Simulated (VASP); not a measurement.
# NiO: single point with PBE

**The experiment to reproduce.**

“Local correlations, non-local screening, multiplets, and band formation in NiO”, 2012, arxiv:1210.6675 quotes, for a bulk crystal of NiO: band gap 4.3 eV.

NiO:

```
Ni O
1.0
     0.00000    2.07963    2.07963
     2.07963    0.00000    2.07963
     2.07963    2.07963    0.00000
Ni O
1 1
Direct
  0.00000 0.00000 0.00000
  0.50000 0.50000 0.50000
```

| Quantity | Value |
| --- | --- |
| Program | VASP 6.6.1 |
| Task | single point |
| Functional | PBE |
| Potentials or basis | VASP PAW PBE potentials, release 64 (Ni, O) |
| Cutoff | 520 eV |
| k mesh | 14 × 14 × 14 |
| Occupations | gaussian, width 0.05 eV |
| Spin | no spin polarisation |

```json
{
 "Pressure": "0.1 GPa",
 "Band gap on the k mesh": "zero (band 8 reaches 9.36 eV, above the bottom of band 9 at 6.49 eV)"
}
```

Levels at points of the mesh, in eV from the Fermi level:
```tsv
k point	band 5	band 6	band 7	band 8	band 9	band 10	band 11	band 12
(0.00, 0.00, 0.00)	-1.86	-1.86	-1.86	-1.53	-1.53	1.74	17.93	19.24
(0.50, 0.00, 0.00)	-1.02	-1.02	-0.64	1.34	1.34	5.73	10.22	14.32
(0.50, 0.50, 0.00)	-2.85	-1.13	-0.75	-0.75	-0.59	6.55	10.67	12.56
```

Wall time 16 s on 1 thread of Intel(R) Xeon(R) Platinum 8488C (Sapphire Rapids) (shared host), peak memory 0.16 GiB.

A measured gap of NiO is 4.3 eV (quoted in “Local correlations, non-local screening, multiplets, and band formation in NiO”, 2012, arxiv:1210.6675); the calculated 0.00 eV misses it by -4.30 eV. So large a miss can be the level of theory's own, or it may mean another phase, state or a wrong row. The value is that of PBE on a finite k mesh, which can miss the band edges, without temperature or zero-point motion. Semilocal functionals fall short of measured gaps as a rule.

Caveat: the run has no spin polarisation, though such a crystal can be magnetic; semilocal functionals often make such compounds metallic where correlation or magnetic order opens a gap, which also shifts bond lengths. Spin polarisation is off, so any magnetic state and its effect on volume and gap are missing.
